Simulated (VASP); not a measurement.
Wanted: the native input for a VASP 6.6.1 run.

```yaml
Task: single point
Functional: PBEsol
Potentials_or_basis: VASP PAW PBE potentials, release 64 (Ga_d, N)
Cutoff: 520 eV
k_mesh: 12 × 12 × 6
Occupations: gaussian, width 0.01 eV
Spin: no spin polarisation
Dipole_correction: no
Further_INCAR_settings: ALGO = Normal; EDIFF = 1e-07; NBANDS = 26
```

The structure of GaN (sol) lies in POSCAR:

```
GaN
1.0
    3.1828215508      0.0000000000      0.0000000000
   -1.5914107754      2.7564043187      0.0000000000
    0.0000000000      0.0000000000      5.1856744261
Ga N
2 2
Direct
    0.3333333333      0.6666666667     -0.0460764110
    0.6666666667      0.3333333333      0.4539235890
    0.3333333333      0.6666666667      0.4230764110
    0.6666666667      0.3333333333      0.9230764110
```

One way to write it, as run:

INCAR

```
  PREC = Accurate
  ENCUT = 520
  EDIFF = 1E-7
  ISMEAR = 0
  SIGMA = 0.01
  LREAL = False
  LASPH = True
  NELM = 100
  ALGO = Normal
  ISIF = 2
  LWAVE = False
  LCHARG = False
  GGA = PS
  NBANDS = 26
```

KPOINTS

```
Automatic mesh
0
Gamma
  12 12 6
```

Potentials or basis: VASP PAW PBE potentials, release 64 (Ga_d, N).

Launch:

```bash
$ cat potpaw_PBE.64/Ga_d/POTCAR potpaw_PBE.64/N/POTCAR > POTCAR
$ mpirun -np 1 vasp_std > vasp.out
```

Results of the run:

```yaml
Pressure: 8.5 GPa
Largest_force: 0.798 eV/Å
Band_gap_on_the_k_mesh: 1.86 eV, direct
```

Caveat: the PAW data sets were made with another functional, which shifts forces and pressure a little.

It took 36 s on 1 thread of Intel(R) Xeon(R) 6975P-C (Granite Rapids), with other jobs on the host, peak memory 0.21 GiB.
